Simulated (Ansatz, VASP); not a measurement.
# SiO2: VASP beside Ansatz

File INCAR:

```
ALGO     = Normal         # electronic algorithm
EDIFF    = 1E-6           # SCF threshold, eV
ENCUT    = 520            # plane-wave cutoff, eV
GGA      = PE             # functional
ISIF     = 2              # what is computed and relaxed
ISMEAR   = 0              # smearing method
LASPH    = True           # aspherical terms in the spheres
LCHARG   = False          # write CHGCAR
LREAL    = False          # projectors in reciprocal space
LWAVE    = False          # write WAVECAR
NBANDS   = 25             # bands
NELM     = 100            # most SCF steps
PREC     = Accurate       # precision mode
SIGMA    = 0.05           # smearing width, eV
```

KPOINTS

```
k-points
0
Gamma
  6 6 10
```

Contents of POSCAR:

```
SiO2
1.0
    3.9863382722      0.0000000000      0.0000000000
    0.0000000000      3.9863382722      0.0000000000
    0.0000000000      0.0000000000      3.0382042036
Si O
2 4
Direct
    0.5000000000      0.5000000000      0.5000000000
    0.0000000000      0.0000000000      0.0000000000
    0.6930152168      0.6930152168      0.0000000000
    0.1930152168      0.8069847832      0.5000000000
    0.3069847832      0.3069847832      0.0000000000
    0.8069847832      0.1930152168      0.5000000000
```

Input for Ansatz:

```yaml
crystal:
  lattice:
    - [3.9863382722, 0.0, 0.0]
    - [0.0, 3.9863382722, 0.0]
    - [0.0, 0.0, 3.0382042036]
  atoms:
    - { symbol: Si, position: [0.5, 0.5, 0.5] }
    - { symbol: Si, position: [0.0, 0.0, 0.0] }
    - { symbol: O, position: [0.6930152168, 0.6930152168, 0.0] }
    - { symbol: O, position: [0.1930152168, 0.8069847832, 0.5] }
    - { symbol: O, position: [0.3069847832, 0.3069847832, 0.0] }
    - { symbol: O, position: [0.8069847832, 0.1930152168, 0.5] }
basis:
  ecutwfc: 420
kpoints:
  mp_grid: { grid: [6, 6, 10] }
hamiltonian:
  xc: pbe
scf:
  occupations: { method: gaussian, width: 0.05 }
output:
  forces: true
  stress: true
  eigenvalues: true
  write_density: true
  write_potential: true
  elf: true
  volumetric_format: npy
```

Alike in both runs: task single point; functional PBE; k mesh 6 × 6 × 10; occupations gaussian, width 0.05 eV; no spin polarisation.

```csv
,VASP,Ansatz
version,VASP 6.6.1,Ansatz 0.2.0
potentials or method,"VASP PAW PBE potentials, release 64 (Si, O), cutoff 520 eV","scalar-relativistic, plane waves, PAW"
valence electrons in the cell,32,32
```

Ansatz gave:

```
gap on the k mesh at the Fermi level (eV)                     : 4.30
least direct gap on the mesh (eV)                             : 4.30
pressure (GPa)                                                : -1.7
traceless stress, the component that is largest in VASP (GPa) : -41.80
rms of the force components (eV/Å)                            : 0.523
```

Problem. What did VASP give for the same quantities?

Solution. gap on the k mesh at the Fermi level (eV): 4.29; least direct gap on the mesh (eV): 4.29; pressure (GPa): -1.6; traceless stress, the component that is largest in VASP (GPa): -41.90; rms of the force components (eV/Å): 0.512.

Atom by atom the forces differ by 0.011 eV/Å (rms over components).
